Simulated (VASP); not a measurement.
# Si (Fm-3m) in VASP: a series of runs

Si is run at these levels: PBE; tasks: single point.

All numbers are computed with VASP 6.6.1; they aren't measurements. Logs are shortened: lines on timing, memory, paths and dates and some standing lists are left out, and cuts for length are marked.

## (1) The cell of the first run

It takes space group Fm-3m (No. 225, cubic). Conventional cell: a = 3.384 Å, b = 3.384 Å, c = 3.384 Å, α = 90.00°, β = 90.00°, γ = 90.00°. Within 3.2 Å of Si (site symmetry m-3m) lie 12 Si at 2.39 Å.

## (2) Single point, PBE

Input file INCAR:

```
PREC = Accurate ; ENCUT = 500
EDIFF = 1E-6 ; ISMEAR = 0
SIGMA = 0.1 ; LREAL = F
LASPH = T ; NELM = 120
ALGO = Normal ; ISIF = 2
LWAVE = F ; LCHARG = T
GGA = PE ; LELF = T
LVHAR = T ; NBANDS = 8
GGA_COMPAT = F
```

Input file KPOINTS:

```
regular mesh
0
Gamma
  15 15 15
```

Input file POSCAR:

```
Si
1.0
    0.0000000000      1.6919762044      1.6919762044
    1.6919762044      0.0000000000      1.6919762044
    1.6919762044      1.6919762044      0.0000000000
Si
1
Direct
    0.0000000000      0.0000000000      0.0000000000
```

Potentials or basis: VASP PAW PBE potentials, release 64 (Si).

The run is started by

```
$ cat potpaw_PBE.64/Si/POTCAR > POTCAR
$ mpirun -np 1 vasp_std > vasp.out
```

OUTCAR:

```text
PREC = Accurate
   ENCUT = 500
   EDIFF = 1E-6
   ISMEAR = 0
   LREAL = F
   LASPH = T
   NELM = 120
   ISIF = 2
   GGA = PE

 ion  position               nearest neighbor table
   1  0.000  0.000  0.000-

  LATTYP: Found a face centered cubic cell.
 ALAT       =     3.3839524088

  Lattice vectors:

 A1 = (   0.0000000000,   1.6919762044,   1.6919762044)
 A2 = (   1.6919762044,   0.0000000000,   1.6919762044)
 A3 = (   1.6919762044,   1.6919762044,   0.0000000000)

Analysis of symmetry for initial positions (statically):
=====================================================================
 Subroutine PRICEL returns:
 Original cell was already a primitive cell.

 Routine SETGRP: Setting up the symmetry group for a
 face centered cubic supercell.

 Subroutine GETGRP returns: Found 48 space group operations
 (whereof 48 operations were pure point group operations)
 out of a pool of 48 trial point group operations.

The static configuration has the point symmetry O_h .

Analysis of symmetry for dynamics (positions and initial velocities):
=====================================================================
 Subroutine PRICEL returns:
 Original cell was already a primitive cell.

 Routine SETGRP: Setting up the symmetry group for a
 face centered cubic supercell.

 Subroutine GETGRP returns: Found 48 space group operations
 (whereof 48 operations were pure point group operations)
 out of a pool of 48 trial point group operations.

The dynamic configuration has the point symmetry O_h .

 Subroutine INISYM returns: Found 48 space group operations
 (whereof 48 operations are pure point group operations),
 and found     1 'primitive' translations

----------------------------------------------------------------------------------------

                                     Primitive cell

  volume of cell :       9.6875

  direct lattice vectors                    reciprocal lattice vectors
     0.000000000  1.691976204  1.691976204    -0.295512430  0.295512430  0.295512430
     1.691976204  0.000000000  1.691976204     0.295512430 -0.295512430  0.295512430
     1.691976204  1.691976204  0.000000000     0.295512430  0.295512430 -0.295512430

  length of vectors
     2.392815695  2.392815695  2.392815695     0.511842543  0.511842543  0.511842543

  position of ions in fractional coordinates (direct lattice)
     0.000000000  0.000000000  0.000000000

  ion indices of the primitive-cell ions
   primitive index   ion index
                 1           1

----------------------------------------------------------------------------------------

 KPOINTS: regular mesh

Automatic generation of k-mesh.
 Grid dimensions read from file:
 generate k-points for:   15   15   15

 Generating k-lattice:

  Cartesian coordinates                     Fractional coordinates (reciprocal lattice)
    -0.019700829  0.019700829  0.019700829     0.066666667  0.000000000  0.000000000
     0.019700829 -0.019700829  0.019700829     0.000000000  0.066666667  0.000000000
     0.019700829  0.019700829 -0.019700829     0.000000000  0.000000000  0.066666667

  Length of vectors
     0.034122836  0.034122836  0.034122836

  Shift w.r.t. Gamma in fractional coordinates (k-lattice)
     0.000000000  0.000000000  0.000000000

 Subroutine IBZKPT returns following result:
 ===========================================

 Found    120 irreducible k-points:

 Following reciprocal coordinates:
            Coordinates               Weight
  0.000000  0.000000  0.000000      1.000000
  0.066667  0.000000  0.000000      8.000000
  0.133333  0.000000  0.000000      8.000000
  0.200000  0.000000  0.000000      8.000000
  0.266667  0.000000  0.000000      8.000000
  0.333333  0.000000  0.000000      8.000000
[... 16 lines left out ...]
  0.133333  0.133333  0.000000      6.000000
  0.200000  0.133333  0.000000     24.000000
 [... further k-points ...]
   k-points           NKPTS =    120   k-points in BZ     NKDIM =    120   number of bands    NBANDS=      8
   number of dos      NEDOS =    301   number of ions     NIONS =      1
   total plane-waves  NPLWV =   5832
   dimension x,y,z NGX =    18 NGY =   18 NGZ =   18
   dimension x,y,z NGXF=    36 NGYF=   36 NGZF=   36
   ions per type =               1
   NGX,Y,Z   is equivalent  to a cutoff of  12.51, 12.51, 12.51 a.u.
   NGXF,Y,Z  is equivalent  to a cutoff of  25.01, 25.01, 25.01 a.u.
 SYSTEM =  unknown system
   PREC   = accura    normal or accurate (medium, high low for compatibility)
   ISTART =      0    job   : 0-new  1-cont  2-samecut
   ICHARG =      2    charge: 1-file 2-atom 10-const
   ISPIN  =      1    spin polarized calculation?
   LNONCOLLINEAR =      F non collinear calculations
   LSORBIT =      F    spin-orbit coupling
   LASPH  =      T    aspherical Exc in radial PAW
   ENCUT  =  500.0 eV  36.75 Ry    6.06 a.u.   4.36  4.36  4.36*2*pi/ulx,y,z
   NELM   =    120;   NELMIN=  2; NELMDL= -5     # of ELM steps
   EDIFF  = 0.1E-05   stopping-criterion for ELM
   LREAL  =      F    real-space projection
   EDIFFG = 0.1E-04   stopping-criterion for IOM
   NSW    =      0    number of steps for IOM
   IBRION =     -1    ionic relax: 0-MD 1-quasi-New 2-CG
   NFREE  =      0    steps in history (QN), initial steepest desc. (CG)
   ISIF   =      2    stress and relaxation
   ISYM   =      2    0-nonsym 1-usesym 2-fastsym
   POTIM  = 0.5000    time-step for ionic-motion
   TEBEG  =    0.0;   TEEND  =   0.0 temperature during run
   PSTRESS=    0.0 pullay stress
   NELECT =       4.0000    total number of electrons
   NUPDOWN=      -1.0000    fix difference up-down
   EMIN   =  10.00;   EMAX   =-10.00  energy-range for DOS
   EFERMI =   0.00;   METHOD = LEGACY
   ISMEAR =     0;   SIGMA  =   0.10  broadening in eV -4-tet -1-fermi 0-gaus
   EFERMI_NEDOS =   21; number of points for ismear=-14 and -15
   IALGO  =     38    algorithm
   IMIX   =      4    mixing-type and parameters
     AMIX     =   0.40;   BMIX     =  1.00
     AMIX_MAG =   1.60;   BMIX_MAG =  1.00
  volume/ion in A,a.u.               =       9.69        65.37
  Fermi-wavevector in a.u.,A,eV,Ry     =   1.219057  2.303683 20.219608  1.486099
  Thomas-Fermi vector in A             =   2.354322
   LORBIT       =      0    0 simple, 1 ext, 2 COOP (PROOUT), +10 PAW based schemes
   GGA     = PE    functional components
   LHFCALC =     F    Hartree Fock is set to
   AEXX    =    0.0000 exact exchange contribution
   IVDW    =     0    specifies the selected vdW correction
   LEPSILON=     F    determine dielectric tensor
   LRPA    =     F    only Hartree local field effects (RPA)
 non-spin polarized calculation
 Gauss-broadening in eV      SIGMA  =   0.10
  energy-cutoff  :      500.00
  volume of cell :        9.69
 maximum number of plane-waves:       262
 NGX is ok and might be reduce to    18
   NGX =  9   NGY =  9   NGZ =  9

 number of electron       4.0000000 magnetization

 Free energy of the ion-electron system (eV)
  ---------------------------------------------------
  ext. energy  EPLUGINS =         0.00000000
  ---------------------------------------------------
  free energy    TOTEN  =        -4.06145312 eV

  energy without entropy =       -4.05873461  energy(sigma->0) =       -4.06009387

 E-fermi :  16.4080     XC(G=0): -12.8937

 val. band max:       16.3456046037   @ k =   0.4667   0.3333   0.1333
 cond. band min:      16.4156037904   @ k =   0.4667   0.3333   0.0000
 fundamental gap:      0.0699991867
 Fermi energy:        16.4080386941

 k-point     1 :       0.0000    0.0000    0.0000
  band No.  band energies     occupation
      1      -2.3165      2.00000
      2      30.0053      0.00000
      3      30.0053      0.00000
      4      30.0053      0.00000
      5      33.2988      0.00000
      6      33.2988      0.00000
      7      33.2988      0.00000
      8      36.3296      0.00000

 k-point     2 :       0.0667    0.0000    0.0000
  band No.  band energies     occupation
      1      -2.1478      2.00000
      2      27.6643      0.00000
      3      29.6428      0.00000
      4      29.6428      0.00000
      5      33.9232      0.00000
      6      33.9232      0.00000
      7      33.9868      0.00000
      8      37.9333      0.00000

 k-point     3 :       0.1333    0.0000    0.0000
  band No.  band energies     occupation
      1      -1.6426      2.00000
      2      24.0636      0.00000
      3      28.9916      0.00000
      4      28.9916      0.00000
      5      33.9767      0.00000
      6      35.2507      0.00000
      7      35.2507      0.00000
      8      36.9444      0.00000

 k-point     4 :       0.2000    0.0000    0.0000
  band No.  band energies     occupation
      1      -0.8044      2.00000
      2      20.4603      0.00000
      3      28.4367      0.00000
      4      28.4367      0.00000
      5      33.7284      0.00000
      6      34.7123      0.00000
      7      34.7123      0.00000
      8      37.5494      0.00000

 k-point     5 :       0.2667    0.0000    0.0000
  band No.  band energies     occupation
      1       0.3612      2.00000
      2      17.0282      0.00000
      3      28.0884      0.00000
      4      28.0884      0.00000
      5      33.0594      0.00000
      6      33.0594      0.00000
      7      33.5527      0.00000
      8      39.4010      0.00000
[... 177 lines left out ...]
 k-point    22 :      -0.0667    0.0667    0.0000
  band No.  band energies     occupation
      1      -1.8669      2.00000
      2      26.0783      0.00000
      3      27.3906      0.00000
      4      30.4478      0.00000
      5      33.5811      0.00000
      6      34.6085      0.00000
      7      35.3681      0.00000
      8      36.6090      0.00000

 k-point    23 :       0.1333    0.1333    0.0000
  band No.  band energies     occupation
      1      -1.4187      2.00000
      2      26.4580      0.00000
      3      26.5391      0.00000
      4      26.5391      0.00000
      5      31.6941      0.00000
      6      32.6880      0.00000
      7      38.0057      0.00000
      8      38.0057      0.00000

 k-point    24 :       0.2000    0.1333    0.0000
  band No.  band energies     occupation
      1      -0.8045      2.00000
      2      23.1592      0.00000
      3      25.6935      0.00000
      4      27.1714      0.00000
      5      30.4054      0.00000
      6      31.8567      0.00000
      7      38.6991      0.00000
      8      39.1156      0.00000

 [... further k-points ...]

------------------------ aborting loop because EDIFF is reached ----------------------------------------

  FORCE on cell =-STRESS in cart. coord.  units (eV):
  Direction    XX          YY          ZZ          XY          YZ          ZX
  --------------------------------------------------------------------------------------
  -------------------------------------------------------------------------------------
  Total        4.7956407      4.7956407      4.7956407     -0.0000000     -0.0000000      0.0000000
  in kB      793.1301751    793.1301751    793.1301751     -0.0000000     -0.0000000      0.0000000
  external PRESSURE =     793.1301751 kB  Pullay stress =       0.0000000 kB

 VOLUME and BASIS-vectors are now :
 -----------------------------------------------------------------------------
  energy-cutoff  :      500.00
  volume of cell :        9.69
      direct lattice vectors                 reciprocal lattice vectors
     0.000000000  1.691976204  1.691976204    -0.295512430  0.295512430  0.295512430
     1.691976204  0.000000000  1.691976204     0.295512430 -0.295512430  0.295512430
     1.691976204  1.691976204  0.000000000     0.295512430  0.295512430 -0.295512430

 POSITION                                       TOTAL-FORCE (eV/Angst)
 -----------------------------------------------------------------------------------
      0.00000      0.00000      0.00000         0.000000     -0.000000      0.000000
 -----------------------------------------------------------------------------------
    total drift:                                0.000000      0.000000     -0.000000

  FREE ENERGIE OF THE ION-ELECTRON SYSTEM (eV)
  ---------------------------------------------------
  free  energy   TOTEN  =        -4.0614531221 eV

  energy  without entropy=       -4.0587346108  energy(sigma->0) =       -4.06009387
```

Run time: 15 s. Hardware: 1 thread of Intel Xeon 8259CL, shared host; peak memory 0.11 GiB.

Results:

- Free energy: -4.0615 eV
- Pressure: 79.3 GPa
- Band gap on the k mesh: zero (band 2 reaches 30.01 eV, above the bottom of band 3 at 13.29 eV)

Levels at points of the mesh, in eV from the Fermi level:
```
           k point  band 1  band 2  band 3  band 4  band 5  band 6
(0.00, 0.00, 0.00)  -18.72   13.60   13.60   13.60   16.89   16.89
```

## (3) Single point, PBE

This run uses another cell than the first one, of 9.87 Å³/atom, 1.019 times its volume.

Input file INCAR:

```
SYSTEM = Si
ALGO = Normal
EDIFF = 1E-6
ENCUT = 500
GGA = PE
GGA_COMPAT = .FALSE.
ISIF = 2
ISMEAR = 0
LASPH = .TRUE.
LCHARG = .FALSE.
LREAL = .FALSE.
LWAVE = .FALSE.
NBANDS = 8
NELM = 120
PREC = Accurate
SIGMA = 0.1
```

Input file KPOINTS:

```
k-points
0
G
  15 15 15
  0 0 0
```

Input file POSCAR:

```
Si
1.0
    0.0000000000      1.7027534134      1.7027534134
    1.7027534134      0.0000000000      1.7027534134
    1.7027534134      1.7027534134      0.0000000000
Si
1
Direct
    0.0000000000      0.0000000000      0.0000000000
```

Potentials or basis: VASP PAW PBE potentials, release 64 (Si).

The run is started by

```
$ cat potpaw_PBE.64/Si/POTCAR > POTCAR
$ mpirun -np 1 vasp_std > vasp.out
```

It took 15 s on 1 thread of Intel Xeon 8259CL, shared host; peak memory 0.12 GiB.

The run converged. Its results:

```yaml
Free_energy: -4.1499 eV
Pressure: 72.8 GPa
Band_gap_on_the_k_mesh: zero (band 2 reaches 29.58 eV, above the bottom of band 3 at 12.96 eV)
```

Levels at points of the mesh, in eV from the Fermi level:
```csv
k point,band 1,band 2,band 3,band 4,band 5
"(0.00, 0.00, 0.00)",-18.50,13.51,13.51,13.51,16.58
```
